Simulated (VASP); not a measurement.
# RuWO4 in VASP: single point with PBE

Aim: the single point of RuWO4 with PBE.

Everything below comes from runs of VASP 6.6.1. Logs are shortened: lines on timing, memory, paths and dates and some standing lists are left out, and cuts for length are marked.

## 1. The cell of the first run

The typed cell holds 24 atoms: a = 6.874 Å, b = 6.857 Å, c = 7.460 Å, α = 117.36°, β = 117.43°, γ = 89.99°.

## 2. Single point, PBE

INCAR

```
  ALGO = Fast
  EDIFF = 1E-7
  ENCUT = 520
  GGA = PE
  ISIF = 2
  ISMEAR = 0
  ISYM = 0
  LASPH = True
  LCHARG = False
  LREAL = Auto
  LWAVE = False
  NBANDS = 122
  NELM = 60
  PREC = Accurate
  SIGMA = 0.1
```

KPOINTS

```
k-points
0
Gamma
  4 4 4
```

POSCAR

```
RuWO4
1.0
    4.8602231991     -4.8606667383      0.0000506672
   -4.8484089138     -4.8488567618     -0.0000201223
   -0.0059381023      4.8547982482     -5.6647164132
O Ru W
16 4 4
Direct
    0.7523599356      0.4521068667      0.5032377649
    0.4953023489      0.2104575728      0.9891510077
    0.2528085407      0.9478629968      0.5040975926
    0.0045470957      0.7245430704      0.0076092696
    0.7523767883      0.0506362063      0.5032029083
    0.4953811022      0.7782365504      0.9892033446
    0.2528174714      0.5557259511      0.5040937535
    0.0045957470      0.2825554037      0.0076184818
    0.9389864560      0.1248444761      0.2501235159
    0.6615348981      0.8792077918      0.7588508847
    0.4081855120      0.6217415816      0.2439434512
    0.1558347373      0.3687759820      0.7379751819
    0.3126537928      0.1247786210      0.2501348250
    0.0988397416      0.8791775789      0.7588506805
    0.8372627009      0.6217165738      0.2439255349
    0.5836514592      0.3687676588      0.7379917400
    0.7538751840      0.7528714119      0.5062247458
    0.4948819604      0.4938955770     -0.0117338652
    0.6215547160      0.1205682551      0.2415914888
    0.8805344983      0.3795297603      0.7595574567
    0.2635354535      0.2625124460      0.5255621026
   -0.0130742703     -0.0140929956     -0.0276630300
    0.3933471754      0.8923180367      0.7851586783
    0.1134631708      0.6124518528      0.2254105737
```

Potentials or basis: VASP PAW PBE potentials, release 64 (O, Ru_pv, W_sv).

Run with:

```sh
> cat potpaw_PBE.64/O/POTCAR potpaw_PBE.64/Ru_pv/POTCAR potpaw_PBE.64/W_sv/POTCAR > POTCAR
> mpirun -np 1 vasp_std > vasp.out
```

OUTCAR:

```text
EDIFF = 1E-7
   ENCUT = 520
   GGA = PE
   ISIF = 2
   ISMEAR = 0
   ISYM = 0
   LASPH = True
   LREAL = Auto
   NELM = 60
   PREC = Accurate

 ion  position               nearest neighbor table
   1  0.752  0.452  0.503-  20 2.00  19 2.02  17 2.05
   2  0.495  0.210  0.989-  23 1.88  18 1.95  19 2.06
   3  0.253  0.948  0.504-  24 2.07  23 2.08  21 2.09
   4  0.005  0.725  0.008-  22 1.92  24 1.95  20 2.07
   5  0.752  0.051  0.503-  20 2.00  19 2.02  17 2.05
   6  0.495  0.778  0.989-  23 1.88  18 1.95  19 2.06
[... 8 lines left out ...]
  15  0.837  0.622  0.244-  24 1.96  18 2.07  17 2.09
  16  0.584  0.369  0.738-  21 1.90  20 1.97  18 2.04
  17  0.754  0.753  0.506-   1 2.05   5 2.05  14 2.08  10 2.08  11 2.09  15 2.09  22 2.64  18 2.93

  18  0.495  0.494  0.988-   6 1.95   2 1.95  16 2.04  12 2.04  15 2.07  11 2.07  21 2.62  17 2.93

  19  0.622  0.121  0.242-   5 2.02   1 2.02   6 2.06   2 2.06   9 2.15  13 2.15  23 2.59  20 2.93

  20  0.881  0.380  0.760-  12 1.97  16 1.97   1 2.00   5 2.00   4 2.07   8 2.07  24 2.64  19 2.93

  21  0.264  0.263  0.526-  16 1.90  12 1.90  13 2.02   9 2.02   3 2.09   7 2.09  18 2.62  22 3.13

  22  0.987  0.986  0.972-   4 1.92   8 1.92  10 1.93  14 1.93   9 2.03  13 2.03  17 2.64  21 3.13

  23  0.393  0.892  0.785-   6 1.88   2 1.88  10 1.94  14 1.94   7 2.08   3 2.08  19 2.59  24 3.17

  24  0.113  0.612  0.225-   4 1.95   8 1.95  11 1.96  15 1.96   7 2.07   3 2.07  20 2.64  23 3.17

IMPORTANT INFORMATION: All symmetrisations will be switched off!
NOSYMM: (Re-)initialisation of all symmetry stuff for point group C_1.

----------------------------------------------------------------------------------------

                                     Primitive cell

  volume of cell :     266.9945

  direct lattice vectors                    reciprocal lattice vectors
     4.860223199 -4.860666738  0.000050667     0.102876634 -0.102866766 -0.088267135
    -4.848408914 -4.848856762 -0.000020122    -0.103125915 -0.103117424 -0.088266011
    -0.005938102  4.854798248 -5.664716413     0.000001286 -0.000000554 -0.176531820

  length of vectors
     6.873707201  6.857002326  7.460436538     0.170165392  0.170467141  0.176531820

  position of ions in fractional coordinates (direct lattice)
     0.752359936  0.452106867  0.503237765
     0.495302349  0.210457573  0.989151008
     0.252808541  0.947862997  0.504097593
     0.004547096  0.724543070  0.007609270
     0.752376788  0.050636206  0.503202908
     0.495381102  0.778236550  0.989203345
[... 16 lines left out ...]
     0.393347175  0.892318037  0.785158678
     0.113463171  0.612451853  0.225410574

  ion indices of the primitive-cell ions
   primitive index   ion index
                 1           1
                 2           2
                 3           3
                 4           4
                 5           5
                 6           6
[... 16 lines left out ...]
                23          23
                24          24

----------------------------------------------------------------------------------------

 KPOINTS: k-points

Automatic generation of k-mesh.
 Grid dimensions read from file:
 generate k-points for:    4    4    4

 Generating k-lattice:

  Cartesian coordinates                     Fractional coordinates (reciprocal lattice)
     0.025719159 -0.025716692 -0.022066784     0.250000000 -0.000000000  0.000000000
    -0.025781479 -0.025779356 -0.022066503    -0.000000000  0.250000000  0.000000000
     0.000000322 -0.000000138 -0.044132955     0.000000000  0.000000000  0.250000000

  Length of vectors
     0.042541348  0.042616785  0.044132955

  Shift w.r.t. Gamma in fractional coordinates (k-lattice)
     0.000000000  0.000000000  0.000000000

 Subroutine IBZKPT returns following result:
 ===========================================

 Found     36 irreducible k-points:

 Following reciprocal coordinates:
            Coordinates               Weight
  0.000000  0.000000  0.000000      1.000000
  0.250000 -0.000000  0.000000      2.000000
 -0.250000  0.000000  0.250000      2.000000
  0.500000 -0.000000  0.000000      1.000000
  0.500000  0.000000  0.500000      1.000000
 -0.000000  0.250000  0.000000      2.000000
[... 16 lines left out ...]
  0.000000 -0.250000  0.500000      2.000000
  0.250000  0.250000  0.250000      2.000000
 [... further k-points ...]
   k-points           NKPTS =     36   k-points in BZ     NKDIM =     36   number of bands    NBANDS=    122
   number of dos      NEDOS =    301   number of ions     NIONS =     24
   total plane-waves  NPLWV = 163296
   dimension x,y,z NGX =    54 NGY =   54 NGZ =   56
   dimension x,y,z NGXF=   108 NGYF=  108 NGZF=  112
   ions per type =              16   4   4
   NGX,Y,Z   is equivalent  to a cutoff of  13.06, 13.09, 12.48 a.u.
   NGXF,Y,Z  is equivalent  to a cutoff of  26.12, 26.18, 24.96 a.u.
 SYSTEM =  unknown system
   PREC   = accura    normal or accurate (medium, high low for compatibility)
   ISTART =      0    job   : 0-new  1-cont  2-samecut
   ICHARG =      2    charge: 1-file 2-atom 10-const
   ISPIN  =      1    spin polarized calculation?
   LNONCOLLINEAR =      F non collinear calculations
   LSORBIT =      F    spin-orbit coupling
   LASPH  =      T    aspherical Exc in radial PAW
   ENCUT  =  520.0 eV  38.22 Ry    6.18 a.u.  12.78 12.75 13.87*2*pi/ulx,y,z
   NELM   =     60;   NELMIN=  2; NELMDL= -5     # of ELM steps
   EDIFF  = 0.1E-06   stopping-criterion for ELM
   LREAL  =      T    real-space projection
   EDIFFG = 0.1E-05   stopping-criterion for IOM
   NSW    =      0    number of steps for IOM
   IBRION =     -1    ionic relax: 0-MD 1-quasi-New 2-CG
   NFREE  =      0    steps in history (QN), initial steepest desc. (CG)
   ISIF   =      2    stress and relaxation
   ISYM   =      0    0-nonsym 1-usesym 2-fastsym
   POTIM  = 0.5000    time-step for ionic-motion
   TEBEG  =    0.0;   TEEND  =   0.0 temperature during run
   PSTRESS=    0.0 pullay stress
   NELECT =     208.0000    total number of electrons
   NUPDOWN=      -1.0000    fix difference up-down
   EMIN   =  10.00;   EMAX   =-10.00  energy-range for DOS
   EFERMI =   0.00;   METHOD = LEGACY
   ISMEAR =     0;   SIGMA  =   0.10  broadening in eV -4-tet -1-fermi 0-gaus
   EFERMI_NEDOS =   21; number of points for ismear=-14 and -15
   IALGO  =     68    algorithm
   IMIX   =      4    mixing-type and parameters
     AMIX     =   0.40;   BMIX     =  1.00
     AMIX_MAG =   1.60;   BMIX_MAG =  1.00
  volume/ion in A,a.u.               =      11.12        75.07
  Fermi-wavevector in a.u.,A,eV,Ry     =   1.506359  2.846606 30.873219  2.269118
  Thomas-Fermi vector in A             =   2.617087
   LORBIT       =      0    0 simple, 1 ext, 2 COOP (PROOUT), +10 PAW based schemes
   GGA     = PE    functional components
   LHFCALC =     F    Hartree Fock is set to
   AEXX    =    0.0000 exact exchange contribution
   IVDW    =     0    specifies the selected vdW correction
   LEPSILON=     F    determine dielectric tensor
   LRPA    =     F    only Hartree local field effects (RPA)
 non-spin polarized calculation
 RMM-DIIS sequential band-by-band and
 Gauss-broadening in eV      SIGMA  =   0.10
  energy-cutoff  :      520.00
  volume of cell :      266.99
 maximum number of plane-waves:      7214
 NGX is ok and might be reduce to    54
   NGX = 25   NGY = 25   NGZ = 27

 number of electron     208.0000000 magnetization

 Free energy of the ion-electron system (eV)
  ---------------------------------------------------
  ext. energy  EPLUGINS =         0.00000000
  ---------------------------------------------------
  free energy    TOTEN  =      -205.19620961 eV

  energy without entropy =     -205.14034765  energy(sigma->0) =     -205.16827863

 E-fermi :   7.3059     XC(G=0): -11.7464

 val. band max:        7.2867182292   @ k =  -0.2500  -0.2500   0.2500
 cond. band min:       7.3144525986   @ k =   0.0000  -0.0000   0.5000
 fundamental gap:      0.0277343693
 Fermi energy:         7.3058834550

 k-point     1 :       0.0000    0.0000    0.0000
  band No.  band energies     occupation
      1     -69.1825      2.00000
      2     -69.0673      2.00000
      3     -68.9675      2.00000
      4     -68.9494      2.00000
      5     -36.7728      2.00000
      6     -36.6708      2.00000
[... 108 lines left out ...]
    115       8.7998      0.00000
    116       9.1049      0.00000

 k-point     2 :       0.2500   -0.0000    0.0000
  band No.  band energies     occupation
      1     -69.1825      2.00000
      2     -69.0673      2.00000
      3     -68.9675      2.00000
      4     -68.9495      2.00000
      5     -36.7728      2.00000
      6     -36.6707      2.00000
[... 2611 lines left out ...]
  band No.  band energies     occupation
      1     -69.1825      2.00000
      2     -69.0673      2.00000
      3     -68.9675      2.00000
      4     -68.9495      2.00000
      5     -36.7730      2.00000
      6     -36.6716      2.00000
[... 108 lines left out ...]
    115       9.0946      0.00000
    116       9.2105      0.00000

 [... further k-points ...]

 [bands above 116 left out]

------------------------ aborting loop because EDIFF is reached ----------------------------------------

  FORCE on cell =-STRESS in cart. coord.  units (eV):
  Direction    XX          YY          ZZ          XY          YZ          ZX
  --------------------------------------------------------------------------------------
  -------------------------------------------------------------------------------------
  Total        1.9019762      1.8866994      2.4737900      0.0636632      0.0039350     -0.0037572
  in kB       11.4133551     11.3216824     14.8446886      0.3820293      0.0236131     -0.0225459
  external PRESSURE =      12.5265754 kB  Pullay stress =       0.0000000 kB

 VOLUME and BASIS-vectors are now :
 -----------------------------------------------------------------------------
  energy-cutoff  :      520.00
  volume of cell :      266.99
      direct lattice vectors                 reciprocal lattice vectors
     4.860223199 -4.860666738  0.000050667     0.102876634 -0.102866766 -0.088267135
    -4.848408914 -4.848856762 -0.000020122    -0.103125915 -0.103117424 -0.088266011
    -0.005938102  4.854798248 -5.664716413     0.000001286 -0.000000554 -0.176531820

 POSITION                                       TOTAL-FORCE (eV/Angst)
 -----------------------------------------------------------------------------------
      1.46165     -3.40605     -2.85067        -0.021315     -0.021139     -0.003090
      1.38102      1.37415     -5.60324        -0.110997     -0.109395     -0.102128
     -3.36991     -3.37758     -2.85558        -0.030228     -0.027260      0.016269
     -3.49083     -3.49837     -0.04312         0.026880      0.023391      0.062378
      3.40823     -1.45963     -2.85046         0.019970      0.024239     -0.001071
     -1.37142     -1.37906     -5.60355         0.105813      0.108599     -0.097036
[... 16 lines left out ...]
     -2.41923     -2.42686     -4.44770        -0.000849      0.001639      0.207151
     -2.41930     -2.42688     -1.27689         0.002558      0.000936     -0.095865
 -----------------------------------------------------------------------------------
    total drift:                               -0.012955     -0.003180     -0.008480

  FREE ENERGIE OF THE ION-ELECTRON SYSTEM (eV)
  ---------------------------------------------------
  free  energy   TOTEN  =      -205.1962096051 eV

  energy  without entropy=     -205.1403476514  energy(sigma->0) =     -205.16827863
```

It took 1.7 h on 1 thread of Oxide Virtual Turin-like, shared host; peak memory 0.84 GiB.

What came out:

| Item | Value |
| --- | --- |
| Free energy | -205.1962 eV |
| Pressure | 1.3 GPa |
| Largest force | 0.207 eV/Å |
| Band gap on the k mesh | zero (bands 104 and 105 overlap by 0.14 eV) |

Forces in eV/Å, atoms in the order of the input:
```
O   -0.021 -0.021 -0.003
O   -0.111 -0.109 -0.102
O   -0.030 -0.027  0.016
O    0.027  0.023  0.062
O    0.020  0.024 -0.001
O    0.106  0.109 -0.097
O    0.026  0.029  0.016
O   -0.028 -0.031  0.063
O   -0.107  0.109  0.003
O    0.025 -0.025  0.090
O    0.063 -0.061 -0.012
O   -0.089  0.089 -0.098
O    0.105 -0.109  0.002
O   -0.023  0.028  0.084
O   -0.059  0.064 -0.013
O    0.091 -0.088 -0.095
Ru   0.000  0.000  0.082
Ru   0.001  0.000 -0.115
Ru   0.001  0.000 -0.057
Ru   0.000  0.000  0.010
W    0.000 -0.003  0.105
W    0.001 -0.004 -0.051
W   -0.001  0.002  0.207
W    0.003  0.001 -0.096
```

Caveat: spin-orbit coupling is left out, which moves the levels of the heavy elements.

The gap in the log of VASP goes by the Fermi energy; the results here count the filled bands.